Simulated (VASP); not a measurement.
# Y (Im-3m) in VASP: density of states with PBE

Aim: the density of states of Y with PBE.

Program: VASP 6.6.1. These are calculated values, not measurements. Logs are shortened: lines on timing, memory, paths and dates and some standing lists are left out, and cuts for length are marked.

## 1. The cell of the first run

It takes space group Im-3m (No. 229, cubic). The conventional cell has a = 4.043 Å, b = 4.043 Å, c = 4.043 Å, α = 90.00°, β = 90.00°, γ = 90.00°. Within 4.6 Å of Y (site symmetry m-3m) lie 14 Y at 3.50 to 4.04 Å.

## 2. Density of states, PBE

Contents of POSCAR:

```
Y
1.0
   -2.0217034476      2.0217034476      2.0217034476
    2.0217034476     -2.0217034476      2.0217034476
    2.0217034476      2.0217034476     -2.0217034476
Y
1
Direct
    0.0000000000      0.0000000000      0.0000000000
```

Contents of INCAR.step1:

```
  PREC = Accurate
  ENCUT = 520
  EDIFF = 1E-6
  ISMEAR = -1
  SIGMA = 0.08
  LREAL = F
  LASPH = T
  NELM = 80
  ALGO = Normal
  ISIF = 2
  LWAVE = F
  LCHARG = T
  LMAXMIX = 4
  GGA = PE
  NBANDS = 12
```

Contents of KPOINTS.step1:

```
Automatic mesh
0
Gamma
  13 13 13
```

Contents of INCAR.step2:

```
  PREC = Accurate
  ENCUT = 520
  EDIFF = 1E-6
  ISMEAR = -5
  SIGMA = 0.08
  LREAL = F
  LASPH = T
  NELM = 80
  ALGO = Normal
  ISIF = 2
  LWAVE = F
  LCHARG = F
  LMAXMIX = 4
  GGA = PE
  LORBIT = 11
  NBANDS = 12
  NEDOS = 2001
  ICHARG = 11
```

Contents of KPOINTS.step2:

```
Automatic mesh
0
Gamma
  20 20 20
```

Potentials or basis: VASP PAW PBE potentials, release 64 (Y_sv).

Started as:

```
$ cat potpaw_PBE.64/Y_sv/POTCAR > POTCAR
$ cp INCAR.step1 INCAR
$ cp KPOINTS.step1 KPOINTS
$ mpirun -np 1 vasp_std > vasp.out
$ cp INCAR.step2 INCAR
$ cp KPOINTS.step2 KPOINTS
$ mpirun -np 1 vasp_std > vasp.out
```

OUTCAR:

```text
PREC = Accurate
   ENCUT = 520
   EDIFF = 1E-6
   ISMEAR = -5
   LREAL = F
   LASPH = T
   NELM = 80
   ISIF = 2
   GGA = PE
   LORBIT = 11
   ICHARG = 11

 ion  position               nearest neighbor table
   1  0.000  0.000  0.000-

  LATTYP: Found a body centered cubic cell.
 ALAT       =     4.0434068952

  Lattice vectors:

 A1 = (  -2.0217034476,   2.0217034476,   2.0217034476)
 A2 = (   2.0217034476,  -2.0217034476,   2.0217034476)
 A3 = (   2.0217034476,   2.0217034476,  -2.0217034476)

Analysis of symmetry for initial positions (statically):
=====================================================================
 Subroutine PRICEL returns:
 Original cell was already a primitive cell.

 Routine SETGRP: Setting up the symmetry group for a
 body centered cubic supercell.

 Subroutine GETGRP returns: Found 48 space group operations
 (whereof 48 operations were pure point group operations)
 out of a pool of 48 trial point group operations.

The static configuration has the point symmetry O_h .

Analysis of symmetry for dynamics (positions and initial velocities):
=====================================================================
 Subroutine PRICEL returns:
 Original cell was already a primitive cell.

 Routine SETGRP: Setting up the symmetry group for a
 body centered cubic supercell.

 Subroutine GETGRP returns: Found 48 space group operations
 (whereof 48 operations were pure point group operations)
 out of a pool of 48 trial point group operations.

The dynamic configuration has the point symmetry O_h .

 Subroutine INISYM returns: Found 48 space group operations
 (whereof 48 operations are pure point group operations),
 and found     1 'primitive' translations

----------------------------------------------------------------------------------------

                                     Primitive cell

  volume of cell :      33.0531

  direct lattice vectors                    reciprocal lattice vectors
    -2.021703448  2.021703448  2.021703448     0.000000000  0.247316193  0.247316193
     2.021703448 -2.021703448  2.021703448     0.247316193  0.000000000  0.247316193
     2.021703448  2.021703448 -2.021703448     0.247316193  0.247316193  0.000000000

  length of vectors
     3.501693089  3.501693089  3.501693089     0.349757914  0.349757914  0.349757914

  position of ions in fractional coordinates (direct lattice)
     0.000000000  0.000000000  0.000000000

  ion indices of the primitive-cell ions
   primitive index   ion index
                 1           1

----------------------------------------------------------------------------------------

 KPOINTS: Automatic mesh

Automatic generation of k-mesh.
 Grid dimensions read from file:
 generate k-points for:   20   20   20

 Generating k-lattice:

  Cartesian coordinates                     Fractional coordinates (reciprocal lattice)
     0.000000000  0.012365810  0.012365810     0.050000000  0.000000000  0.000000000
     0.012365810  0.000000000  0.012365810     0.000000000  0.050000000  0.000000000
     0.012365810  0.012365810  0.000000000     0.000000000  0.000000000  0.050000000

  Length of vectors
     0.017487896  0.017487896  0.017487896

  Shift w.r.t. Gamma in fractional coordinates (k-lattice)
     0.000000000  0.000000000  0.000000000

 TETIRR: Found   9408 inequivalent tetrahedra from    48000

 Subroutine IBZKPT returns following result:
 ===========================================

 Found    256 irreducible k-points:

 Following reciprocal coordinates:
            Coordinates               Weight
  0.000000  0.000000  0.000000      1.000000
  0.050000  0.000000  0.000000     12.000000
  0.100000  0.000000  0.000000     12.000000
  0.150000  0.000000  0.000000     12.000000
  0.200000  0.000000  0.000000     12.000000
  0.250000  0.000000  0.000000     12.000000
[... 16 lines left out ...]
  0.200000  0.100000  0.000000     48.000000
  0.250000  0.100000 -0.000000     48.000000
 [... further k-points ...]
   k-points           NKPTS =    256   k-points in BZ     NKDIM =    256   number of bands    NBANDS=     12
   number of dos      NEDOS =   2001   number of ions     NIONS =      1
   total plane-waves  NPLWV =  21952
   dimension x,y,z NGX =    28 NGY =   28 NGZ =   28
   dimension x,y,z NGXF=    56 NGYF=   56 NGZF=   56
   ions per type =               1
   NGX,Y,Z   is equivalent  to a cutoff of  13.29, 13.29, 13.29 a.u.
   NGXF,Y,Z  is equivalent  to a cutoff of  26.59, 26.59, 26.59 a.u.
 SYSTEM =  unknown system
   PREC   = accura    normal or accurate (medium, high low for compatibility)
   ISTART =      0    job   : 0-new  1-cont  2-samecut
   ICHARG =     11    charge: 1-file 2-atom 10-const
   ISPIN  =      1    spin polarized calculation?
   LNONCOLLINEAR =      F non collinear calculations
   LSORBIT =      F    spin-orbit coupling
   LASPH  =      T    aspherical Exc in radial PAW
   ENCUT  =  520.0 eV  38.22 Ry    6.18 a.u.   6.51  6.51  6.51*2*pi/ulx,y,z
   NELM   =     80;   NELMIN=  2; NELMDL=  0     # of ELM steps
   EDIFF  = 0.1E-05   stopping-criterion for ELM
   LREAL  =      F    real-space projection
   EDIFFG = 0.1E-04   stopping-criterion for IOM
   NSW    =      0    number of steps for IOM
   IBRION =     -1    ionic relax: 0-MD 1-quasi-New 2-CG
   NFREE  =      0    steps in history (QN), initial steepest desc. (CG)
   ISIF   =      2    stress and relaxation
   ISYM   =      2    0-nonsym 1-usesym 2-fastsym
   POTIM  = 0.5000    time-step for ionic-motion
   TEBEG  =    0.0;   TEEND  =   0.0 temperature during run
   PSTRESS=    0.0 pullay stress
   NELECT =      11.0000    total number of electrons
   NUPDOWN=      -1.0000    fix difference up-down
   EMIN   =  10.00;   EMAX   =-10.00  energy-range for DOS
   EFERMI =   0.00;   METHOD = LEGACY
   ISMEAR =    -5;   SIGMA  =   0.08  broadening in eV -4-tet -1-fermi 0-gaus
   EFERMI_NEDOS =   21; number of points for ismear=-14 and -15
   IALGO  =     38    algorithm
   IMIX   =      4    mixing-type and parameters
     AMIX     =   0.40;   BMIX     =  1.00
     AMIX_MAG =   1.60;   BMIX_MAG =  1.00
  volume/ion in A,a.u.               =      33.05       223.05
  Fermi-wavevector in a.u.,A,eV,Ry     =   1.134492  2.143880 17.511693  1.287073
  Thomas-Fermi vector in A             =   2.271196
   LORBIT       =     11    0 simple, 1 ext, 2 COOP (PROOUT), +10 PAW based schemes
   GGA     = PE    functional components
   LHFCALC =     F    Hartree Fock is set to
   AEXX    =    0.0000 exact exchange contribution
   IVDW    =     0    specifies the selected vdW correction
   LEPSILON=     F    determine dielectric tensor
   LRPA    =     F    only Hartree local field effects (RPA)
 non-spin polarized calculation
 Fermi weights with tetrahedron method with Bloechl corrections
  energy-cutoff  :      520.00
  volume of cell :       33.05
 maximum number of plane-waves:       935
 NGX is ok and might be reduce to    28

 number of electron      11.0000000 magnetization

 Free energy of the ion-electron system (eV)
  ---------------------------------------------------
  ext. energy  EPLUGINS =         0.00000000
  ---------------------------------------------------
  free energy    TOTEN  =        -6.30799965 eV

  energy without entropy =       -6.30799965  energy(sigma->0) =       -6.30799965

 E-fermi :   3.1189     XC(G=0):  -9.4055

 val. band max:        3.1219131073   @ k =  -0.4000   0.5000   0.1000
 cond. band min:       3.0814045428   @ k =  -0.3500  -0.4000   0.1000
 fundamental gap:     -0.0405085645
 Fermi energy:         3.1188831862

 k-point     1 :       0.0000    0.0000    0.0000
  band No.  band energies     occupation
      1     -39.7673      2.00000
      2     -19.4680      2.00000
      3     -19.4680      2.00000
      4     -19.4680      2.00000
      5      -1.6973      2.00000
      6       4.7625      0.00000
      7       4.7625      0.00000
      8       4.7625      0.00000
      9       6.6640      0.00000
     10       6.6640      0.00000
     11      13.3354      0.00000
     12      13.3354      0.00000

 k-point     2 :       0.0500    0.0000    0.0000
  band No.  band energies     occupation
      1     -39.7657      2.00000
      2     -19.4819      2.00000
      3     -19.4724      2.00000
      4     -19.4681      2.00000
      5      -1.6321      2.00000
      6       4.7139      0.00000
      7       4.7422      0.00000
      8       4.8248      0.00000
      9       6.5854      0.00000
     10       6.6624      0.00000
     11      13.3975      0.00000
     12      13.4601      0.00000

 k-point     3 :       0.1000    0.0000    0.0000
  band No.  band energies     occupation
      1     -39.7611      2.00000
      2     -19.5220      2.00000
      3     -19.4849      2.00000
      4     -19.4683      2.00000
      5      -1.4405      2.00000
      6       4.5785      0.00000
      7       4.6634      0.00000
      8       5.0106      0.00000
      9       6.4124      0.00000
     10       6.6614      0.00000
     11      13.5550      0.00000
     12      13.8221      0.00000

 k-point     4 :       0.1500    0.0000    0.0000
  band No.  band energies     occupation
      1     -39.7539      2.00000
      2     -19.5837      2.00000
      3     -19.5043      2.00000
      4     -19.4685      2.00000
      5      -1.1342      2.00000
      6       4.3817      0.00000
      7       4.4897      0.00000
      8       5.3156      0.00000
      9       6.2739      0.00000
     10       6.6705      0.00000
     11      13.7050      0.00000
     12      14.3942      0.00000

 k-point     5 :       0.2000    0.0000    0.0000
  band No.  band energies     occupation
      1     -39.7449      2.00000
      2     -19.6602      2.00000
      3     -19.5286      2.00000
      4     -19.4689      2.00000
      5      -0.7339      2.00000
      6       4.1541      0.00000
      7       4.2240      0.00000
      8       5.7326      0.00000
      9       6.2481      0.00000
     10       6.7009      0.00000
     11      13.6516      0.00000
     12      14.5234      0.00000
[... 228 lines left out ...]
      1     -39.7499      2.00000
      2     -19.6171      2.00000
      3     -19.5037      2.00000
      4     -19.4811      2.00000
      5      -0.9557      2.00000
      6       4.3152      0.00000
      7       4.3351      0.00000
      8       5.5233      0.00000
      9       6.1259      0.00000
     10       6.7771      0.00000
     11      13.9442      0.00000
     12      14.3494      0.00000

 k-point    22 :       0.1500    0.1000    0.0000
  band No.  band energies     occupation
      1     -39.7413      2.00000
      2     -19.6857      2.00000
      3     -19.5271      2.00000
      4     -19.4851      2.00000
      5      -0.5634      2.00000
      6       4.0739      0.00000
      7       4.1117      0.00000
      8       5.9450      0.00000
      9       6.0711      0.00000
     10       6.8696      0.00000
     11      13.9282      0.00000
     12      14.3238      0.00000

 k-point    23 :       0.2000    0.1000    0.0000
  band No.  band energies     occupation
      1     -39.7317      2.00000
      2     -19.7593      2.00000
      3     -19.5566      2.00000
      4     -19.4870      2.00000
      5      -0.1070      2.00000
      6       3.7959      0.00000
      7       3.8983      0.00000
      8       6.1118      0.00000
      9       6.4709      0.00000
     10       6.9618      0.00000
     11      13.3262      0.00000
     12      14.0624      0.00000

 k-point    24 :       0.2500    0.1000   -0.0000
  band No.  band energies     occupation
      1     -39.7221      2.00000
      2     -19.8312      2.00000
      3     -19.5873      2.00000
      4     -19.4882      2.00000
      5       0.3679      2.00000
      6       3.5586      0.00000
      7       3.7070      0.00000
      8       6.2319      0.00000
      9       7.0410      0.00000
     10       7.0691      0.00000
     11      12.6111      0.00000
     12      13.3964      0.00000

 [... further k-points ...]

------------------------ aborting loop because EDIFF is reached ----------------------------------------

  FORCE on cell =-STRESS in cart. coord.  units (eV):
  Direction    XX          YY          ZZ          XY          YZ          ZX
  --------------------------------------------------------------------------------------
  -------------------------------------------------------------------------------------
  Total       -0.0784506     -0.0784506     -0.0784506     -0.0000000      0.0000000      0.0000000
  in kB       -3.8027196     -3.8027196     -3.8027196     -0.0000000      0.0000000      0.0000000
  external PRESSURE =      -3.8027196 kB  Pullay stress =       0.0000000 kB

 VOLUME and BASIS-vectors are now :
 -----------------------------------------------------------------------------
  energy-cutoff  :      520.00
  volume of cell :       33.05
      direct lattice vectors                 reciprocal lattice vectors
    -2.021703448  2.021703448  2.021703448     0.000000000  0.247316193  0.247316193
     2.021703448 -2.021703448  2.021703448     0.247316193  0.000000000  0.247316193
     2.021703448  2.021703448 -2.021703448     0.247316193  0.247316193  0.000000000

 POSITION                                       TOTAL-FORCE (eV/Angst)
 -----------------------------------------------------------------------------------
      0.00000      0.00000      0.00000         0.000000      0.000000      0.000000
 -----------------------------------------------------------------------------------
    total drift:                                0.000000     -0.000000     -0.000000

  FREE ENERGIE OF THE ION-ELECTRON SYSTEM (eV)
  ---------------------------------------------------
  free  energy   TOTEN  =        -6.3079996490 eV

  energy  without entropy=       -6.3079996490  energy(sigma->0) =       -6.30799965

 total charge

# of ion       s       p       d       f       tot
--------------------------------------------------
    1        2.273   6.229   0.902   0.007   9.410
```

It took 90 s on 1 thread of Intel Xeon Platinum 8488C (Sapphire Rapids), shared host; peak memory 0.26 GiB.

Results:

```
Valence electrons inside the program's atomic spheres : Y 9.41
```

Levels at points of the mesh, in eV from the Fermi level:
| k point | band 2 | band 3 | band 4 | band 5 | band 6 | band 7 | band 8 | band 9 |
| --- | --- | --- | --- | --- | --- | --- | --- | --- |
| (0.00, 0.00, 0.00) | -22.59 | -22.59 | -22.59 | -4.82 | 1.64 | 1.64 | 1.64 | 3.55 |
| (0.50, 0.00, 0.00) | -23.12 | -22.76 | -22.59 | -2.00 | 0.17 | 0.71 | 3.48 | 4.11 |
| (0.50, 0.50, 0.50) | -22.96 | -22.96 | -22.96 | -1.46 | -1.46 | 5.22 | 5.22 | 5.22 |

Caveat: tetrahedron occupations give inexact forces and stress in metals.
